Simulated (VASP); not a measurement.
Wanted: the native input for a VASP 6.6.1 run.

```
Task                   : relaxation of shape and atoms at fixed volume
Functional             : PBE
Potentials or basis    : VASP PAW PBE potentials, release 64 (Os)
Cutoff                 : 600 eV
k mesh                 : 18 × 18 × 10
Occupations            : gaussian, width 0.1 eV
Spin                   : no spin polarisation
Dipole correction      : no
Further INCAR settings : ALGO = Normal; EDIFF = 1e-07; IBRION = 2; EDIFFG = -0.01; NSW = 50; ISIF = 4
```

The structure of Os lies in POSCAR:

```
Os
1.0
    2.8082731686      0.0000000000      0.0000000000
   -1.4041365843      2.4320359048      0.0000000000
    0.0000000000      0.0000000000      4.4314541053
Os
2
Direct
    0.3333333333      0.6666666667      0.2500000000
    0.6666666667      0.3333333333      0.7500000000
```

The input as run:

INCAR

```
PREC = Accurate ; ENCUT = 600
EDIFF = 1E-7 ; ISMEAR = 0
SIGMA = 0.1 ; LREAL = False
LASPH = True ; NELM = 120
ALGO = Normal ; ISIF = 4
LWAVE = False ; LCHARG = False
GGA = PE ; IBRION = 2
NSW = 50 ; EDIFFG = -0.01
GGA_COMPAT = False ; NELMIN = 4
```

KPOINTS

```
Automatic mesh
0
Gamma
  18 18 10
```

Potentials or basis: VASP PAW PBE potentials, release 64 (Os).

Command:

```bash
$ cat potpaw_PBE.64/Os/POTCAR > POTCAR
$ mpirun -np 1 vasp_std > vasp.out
```

Results of the run:

```yaml
Energy_gained_by_relaxing: 0.1 meV/atom
Ionic_steps: 3
Pressure_after_relaxing: -20.4 GPa
Band_gap_on_the_k_mesh: zero (bands 8 and 9 overlap by 3.46 eV)
```

Caveat: spin-orbit coupling is left out, which moves the levels of the heavy elements.

Wall time 2.9 min on 1 thread of Oxide Virtual Turin-like Processor (shared host), peak memory 0.2 GiB.
